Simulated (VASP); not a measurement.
Wanted: the native input for a VASP 6.6.1 run.

```
Task                    : single point
Functional              : PBEsol
Potentials or basis     : VASP PAW PBE potentials, release 64 (Ni, Sb)
Cutoff                  : 520 eV
k mesh                  : 2 × 2 × 2
Occupations             : gaussian, width 0.1 eV
Spin                    : no spin polarisation
Dipole correction       : no
k mesh for the DOS      : 3 × 3 × 3
Occupations for the DOS : gaussian
Further INCAR settings  : ALGO = Normal; EDIFF = 1e-07
```

NiSb:

```xyz
4
Lattice="3.9400 0.0000 0.0000 -1.9700 3.4121 0.0000 0.0000 0.0000 5.1400" Properties=species:S:1:pos:R:3 pbc="T T T"
Ni    0.0000    0.0000    0.0000
Ni    0.0000    0.0000    2.5700
Sb    0.0000    2.2748    1.2850
Sb    1.9700    1.1374    3.8550
```

The input as run:

POSCAR

```
NiSb
1.0
    3.9399999606      0.0000000000      0.0000000000
   -1.9699999803      3.4121400568      0.0000000000
    0.0000000000      0.0000000000      5.1400000000
Ni Sb
2 2
Direct
    0.0000000000      0.0000000000      0.0000000000
    0.0000000000      0.0000000000      0.5000000000
    0.3333333333      0.6666666667      0.2500000000
    0.6666666667      0.3333333333      0.7500000000
```

INCAR.step1

```
SYSTEM = NiSb
PREC = Accurate
ENCUT = 520
EDIFF = 1E-7
ISMEAR = 0
SIGMA = 0.1
LREAL = .False.
LASPH = .True.
NELM = 100
ALGO = Normal
ISIF = 2
LWAVE = .False.
LCHARG = .True.
LMAXMIX = 4
GGA = PS
NBANDS = 23
```

KPOINTS.step1

```
regular mesh
0
Gamma
  2 2 2
  0 0 0
```

INCAR.step2

```
SYSTEM = NiSb
PREC = Accurate
ENCUT = 520
EDIFF = 1E-7
ISMEAR = 0
SIGMA = 0.1
LREAL = .False.
LASPH = .True.
NELM = 100
ALGO = Normal
ISIF = 2
LWAVE = .False.
LCHARG = .False.
LMAXMIX = 4
GGA = PS
LORBIT = 10
NEDOS = 2001
ICHARG = 11
```

KPOINTS.step2

```
regular mesh
0
Gamma
  3 3 3
  0 0 0
```

Potentials or basis: VASP PAW PBE potentials, release 64 (Ni, Sb).

The run is started by

```bash
$ cat potpaw_PBE.64/Ni/POTCAR potpaw_PBE.64/Sb/POTCAR > POTCAR
$ cp INCAR.step1 INCAR
$ cp KPOINTS.step1 KPOINTS
$ mpirun -np 1 vasp_std > vasp.out
$ cp INCAR.step2 INCAR
$ cp KPOINTS.step2 KPOINTS
$ mpirun -np 1 vasp_std > vasp.out
```

Results of the run:

The valence electrons inside the program's atomic spheres are Ni 9.38; Sb 2.41.

Caveat: the k points lie up to 0.92 Å⁻¹ apart.

It took 12 s on 1 thread of AMD EPYC 9R45 96-Core Processor (Zen 5), with other jobs on the host, peak memory 0.14 GiB.
